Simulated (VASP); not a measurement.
Here is a VASP 6.6.1 calculation.

Contents of INCAR:

```
  PREC = Accurate
  ENCUT = 520
  EDIFF = 1E-6
  ISMEAR = 0
  SIGMA = 0.01
  LREAL = Auto
  LASPH = True
  NELM = 100
  ALGO = Normal
  ISIF = 2
  LWAVE = False
  LCHARG = False
  GGA = PE
  IVDW = 12
  NELECT = 364.0
  NBANDS = 210
  KPAR = 2
  NCORE = 2
```

Contents of KPOINTS:

```
Automatic mesh
0
Gamma
  2 2 2
```

Contents of POSCAR:

```
HW14Se28
1.0
    1.6395202770     -8.5191972597      0.0000000000
    6.5580811083      5.6794648397      0.0000000000
    0.0000000000      0.0000000000     12.7928245273
W Se H
14 28 1
Direct
    0.9047726099      0.5218566672      0.2486295327
    0.4781433328      0.3829159427      0.2486295327
    0.0485113321      0.2405554774      0.2486344312
    0.7594445226      0.8079558547      0.2486344312
    0.3333333333      0.6666666667      0.2486314679
    0.6170840573      0.0952273901      0.2486295327
    0.1920441453      0.9514886679      0.2486344312
    0.6666666667      0.3333333333      0.7486907136
    0.2380935047      0.1904844014      0.7486838906
    0.8095155986      0.0476091034      0.7486838906
    0.5238884783      0.6191398121      0.7486880774
    0.0952513338      0.4761115217      0.7486880774
    0.3808601879      0.9047486662      0.7486880774
    0.9523908966      0.7619064953      0.7486838906
    0.6666666667      0.3333333333      0.3808457185
    0.2416430046      0.1930345534      0.3817764155
    0.8069654466      0.0486084512      0.3817764155
    0.5236648652      0.6195127240      0.3812493436
    0.0958478589      0.4763351348      0.3812493436
    0.3804872760      0.9041521411      0.3812493436
    0.9513915488      0.7583569954      0.3817764155
    0.9047864891      0.5237555218      0.8802160806
    0.4762444782      0.3810309673      0.8802160806
    0.0476068797      0.2380340512      0.8802648578
    0.7619659488      0.8095728285      0.8802648578
    0.3333333333      0.6666666667      0.8802181695
    0.6189690327      0.0952135109      0.8802160806
    0.1904271715      0.9523931203      0.8802648578
    0.6666666667      0.3333333333      0.1164045252
    0.2416322306      0.1930307723      0.1154933023
    0.8069692277      0.0486014583      0.1154933023
    0.5236698758      0.6195165506      0.1160131798
    0.0958466748      0.4763301242      0.1160131798
    0.3804834494      0.9041533252      0.1160131798
    0.9513985417      0.7583677694      0.1154933023
    0.9047825728      0.5237413571      0.6171588318
    0.4762586429      0.3810412157      0.6171588318
    0.0476093543      0.2380419242      0.6171044370
    0.7619580758      0.8095674300      0.6171044370
    0.3333333333      0.6666666667      0.6171543669
    0.6189587843      0.0952174272      0.6171588318
    0.1904325700      0.9523906457      0.6171044370
    0.0000000000      0.0000000000      0.2486255895
```

Potentials or basis: VASP PAW PBE potentials, release 64 (W_sv, Se, H).

Run with:

```console
$ cat potpaw_PBE.64/W_sv/POTCAR potpaw_PBE.64/Se/POTCAR potpaw_PBE.64/H/POTCAR > POTCAR
$ mpirun -np 4 vasp_std > vasp.out
```

(1) Estimate the dispersion energy per atom.

(2) Estimate the largest force.

Results:

(1) -0.468 eV.

(2) 0.048 eV/Å.

Caveat: the cell carries a net charge on a neutralising background, which shifts energy and pressure; the cell differs from its parent crystal (with an interstitial atom, then relaxed in part).
